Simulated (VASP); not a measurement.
Runs of VASP 6.6.1 on Mg3Sc. Symmetry: Pm-3m, No. 221, cubic system. The conventional cell has a = 4.513 Å, b = 4.513 Å, c = 4.513 Å, α = 90.00°, β = 90.00°, γ = 90.00°. Within 4.2 Å of Mg (site symmetry 4/mmm) lie 8 Mg at 3.19 Å and 4 Sc at 3.19 Å. Sc (site symmetry m-3m) has 12 Mg at 3.19 Å within 4.2 Å. 

```csv
smearing,gap on the mesh (eV),pressure (GPa)
gaussian 0.05 eV,none,-3.2
gaussian 0.2 eV,none,-3.1
gaussian 0.3 eV,none,(a)
gaussian 0.1 eV,none,-3.1
```

Alike in all rows: task single point; level LDA; potentials or basis VASP PAW LDA potentials, release 64 (Mg, Sc_sv); no spin polarisation; cell as given; k mesh 5 × 5 × 5; cutoff (eV) 520.

Question: Fill in the values left out.

Answer: (a) -3.0.

Caveats: the cell stands under tension (at least some runs); so wide a smearing shifts energies and pressures (at least some runs).

A gap of «none» marks levels without a gap at the run's occupations.
